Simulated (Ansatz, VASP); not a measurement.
## One calculation of RePd2, two programs

```
Re Pd
1.0
    -1.64707    1.64707    4.15886
     1.64707   -1.64707    4.15886
     1.64707    1.64707   -4.15886
Re Pd
1 2
Direct
  0.00000 0.00000 0.00000
  0.66645 0.66645 0.00000
  0.33355 0.33355 0.00000
```

Alike in both runs: functional PBE; k mesh 20 × 20 × 20; occupations gaussian, width 0.1 eV; no spin polarisation.

Ansatz relaxed the structure, and its values are those at the end. VASP's run is a single point on that final structure, the one shown.

|  | VASP | Ansatz |
| --- | --- | --- |
| version | VASP 6.6.1 | Ansatz 0.2.0 |
| potentials or method | VASP PAW PBE potentials, release 64 (Re, Pd), cutoff 520 eV | scalar-relativistic, plane waves, PAW |
| valence electrons in the cell | 27 | 51 |

|  | VASP | Ansatz | Ansatz less VASP |
| --- | --- | --- | --- |
| gap on the k mesh at the Fermi level (eV) | none | none | - |
| pressure (GPa) | -0.6 | 0.0 | +0.60 |
| rms of the force components (eV/Å) | 0.006 | 0.000 | -0.0055 |

A gap of «none» marks a metal or a gap that the smearing closes. VASP's potentials hold 27 valence electrons a cell and Ansatz's 51, so a difference there can come from the potentials and not from the codes.

Neither program's run includes spin-orbit coupling.
